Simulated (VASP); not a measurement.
Ge, 1 atom in the cell. Symmetry: I4/mmm, No. 139, tetragonal system. Conventional cell: a = 3.217 Å, b = 3.217 Å, c = 3.746 Å, α = 90.00°, β = 90.00°, γ = 90.00°. Ge (site symmetry 4/mmm) has 14 Ge at 2.95 to 3.75 Å within 3.9 Å. 

- Program: VASP 6.6.1
- Task: single point
- Functional: PBE
- Potentials or basis: VASP PAW PBE potentials, release 64 (Ge_d)
- Cutoff: 520 eV
- k mesh: 12 × 12 × 12
- Occupations: gaussian, width 0.025 eV
- Spin: no spin polarisation
- Dipole correction: no
- Further INCAR settings: ALGO = Normal; EDIFF = 1e-06; NBANDS = 13

Potentials or basis: VASP PAW PBE potentials, release 64 (Ge_d).

Launch:

```sh
$ cat potpaw_PBE.64/Ge_d/POTCAR > POTCAR
$ mpirun -np 1 vasp_std > vasp.out
```

Hardware: 1 thread of Intel(R) Xeon(R) 6975P-C (Granite Rapids), on a shared host.

How long does it take, and how much memory?

Run time: 9.1 s on 1 thread of Intel(R) Xeon(R) 6975P-C (Granite Rapids), with other jobs on the host, peak memory 0.16 GiB. Counts: scf iterations 10, k points 163.
